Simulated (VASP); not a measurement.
Set up this calculation in VASP 6.6.1, as the native input.

| Item | Value |
| --- | --- |
| Task | single point |
| Functional | PBE |
| Potentials or basis | VASP PAW PBE potentials, release 64 (Sc_sv) |
| Cutoff | 520 eV |
| k mesh | 16 × 16 × 16 |
| Occupations | fermi-dirac, width 0.05 eV |
| Spin | no spin polarisation |
| Dipole correction | no |
| Further INCAR settings | ALGO = Normal; EDIFF = 1e-06; NBANDS = 12 |

The structure of Sc lies in POSCAR:

```
Sc
1.0
   -1.7759114108      1.7759114108      1.7759114108
    1.7759114108     -1.7759114108      1.7759114108
    1.7759114108      1.7759114108     -1.7759114108
Sc
1
Direct
    0.0000000000      0.0000000000      0.0000000000
```

This cell differs from its parent crystal: volume scaled by 0.9.

The input as run:

INCAR

```
PREC = Accurate ; ENCUT = 520
EDIFF = 1E-6 ; ISMEAR = -1
SIGMA = 0.05 ; LREAL = F
LASPH = T ; NELM = 80
ALGO = Normal ; ISIF = 2
LWAVE = F ; LCHARG = F
GGA = PE ; NBANDS = 12
```

KPOINTS

```
regular mesh
0
Gamma
  16 16 16
```

Potentials or basis: VASP PAW PBE potentials, release 64 (Sc_sv).

Run with:

```sh
$ cat potpaw_PBE.64/Sc_sv/POTCAR > POTCAR
$ mpirun -np 1 vasp_std > vasp.out
```

Results of the run:

The pressure is 6.6 GPa.

Wall time 20 s on 1 thread of Intel(R) Xeon(R) Platinum 8259CL CPU @ 2.50GHz (Skylake/Cascade Lake), on a shared host, peak memory 0.16 GiB.
